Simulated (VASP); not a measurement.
Here is a VASP 6.6.1 calculation.

Contents of POSCAR:

```
Sb
1.0
    4.1051829711      0.0000000000      0.0000000000
   -2.0525914855      3.5551927401      0.0000000000
    0.0000000000      0.0000000000     26.8552477996
Sb
2
Direct
    0.3333333333      0.6666666667      0.3149797949
    0.6666666667      0.3333333333      0.3749272221
```

File INCAR.step1:

```
ALGO = Normal
DIPOL = 0.5 0.5 0.345
EDIFF = 1E-5
ENCUT = 440
GGA = PE
GGA_COMPAT = False
IDIPOL = 3
ISMEAR = 0
LASPH = True
LCHARG = False
LDIPOL = True
LREAL = False
LWAVE = True
NBANDS = 22
NELM = 120
NELMDL = -8
PREC = Accurate
SIGMA = 0.01
```

Contents of INCAR.step2:

```
ALGO = Normal
DIPOL = 0.5 0.5 0.345
EDIFF = 1E-6
ENCUT = 440
GGA_COMPAT = False
IDIPOL = 3
ISIF = 2
ISMEAR = 0
ISTART = 1
LASPH = True
LCHARG = False
LDIPOL = True
LMIXTAU = True
LREAL = False
LWAVE = False
METAGGA = R2SCAN
NBANDS = 22
NELM = 120
PREC = Accurate
SIGMA = 0.01
```

File KPOINTS:

```
k-points
0
Gamma
  12 12 1
```

Potentials or basis: VASP PAW PBE potentials, release 64 (Sb_d_GW).

Command:

```bash
$ cat potpaw_PBE.64/Sb_d_GW/POTCAR > POTCAR
$ cp INCAR.step1 INCAR
$ mpirun -np 1 vasp_std > vasp.out
$ cp INCAR.step2 INCAR
$ mpirun -np 1 vasp_std > vasp.out
```

(1) Predict the band gap on the k mesh.

(2) Estimate the largest force.

## Answers

(1) 1.62 eV, indirect (least direct gap 2.04 eV).

(2) 0.036 eV/Å.

Caveat: the PAW data sets were made with another functional, which shifts forces and pressure a little; spin-orbit coupling is left out, which moves the levels of the heavy elements.
